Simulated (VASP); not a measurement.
AgCl, 4 atoms in the cell. The structure is orthorhombic, space group Pmma (No. 51). The conventional cell has a = 6.662 Å, b = 3.331 Å, c = 3.331 Å, α = 90.00°, β = 90.00°, γ = 90.00°. Ag (site symmetry 2/m) has 8 Cl at 2.66 to 3.16 Å and 6 Ag at 3.33 Å within 3.5 Å. Cl (site symmetry mm2) has 8 Ag at 2.66 to 3.16 Å and 6 Cl at 3.33 to 3.44 Å within 3.5 Å. 

| Property | Result |
| --- | --- |
| Program | VASP 6.6.1 |
| Task | single point |
| Functional | PBEsol |
| Potentials or basis | VASP PAW PBE potentials, release 64 (Ag, Cl) |
| Cutoff | 520 eV |
| k mesh | 10 × 10 × 6 |
| Occupations | gaussian, width 0.05 eV |
| Spin | no spin polarisation |
| Dipole correction | no |
| Further INCAR settings | ALGO = Normal; EDIFF = 1e-07; NBANDS = 26 |

Potentials or basis: VASP PAW PBE potentials, release 64 (Ag, Cl).

Command:

```console
$ cat potpaw_PBE.64/Ag/POTCAR potpaw_PBE.64/Cl/POTCAR > POTCAR
$ mpirun -np 1 vasp_std > vasp.out
```

Hardware: 1 thread of AMD EPYC 9R45 96-Core Processor (Zen 5), with other jobs on the host.

Problem. Estimate the wall time of this run.

Solution. It took 2 min on 1 thread of AMD EPYC 9R45 96-Core Processor (Zen 5), with other jobs on the host, peak memory 0.33 GiB. Counts: scf iterations 14, k points 144.
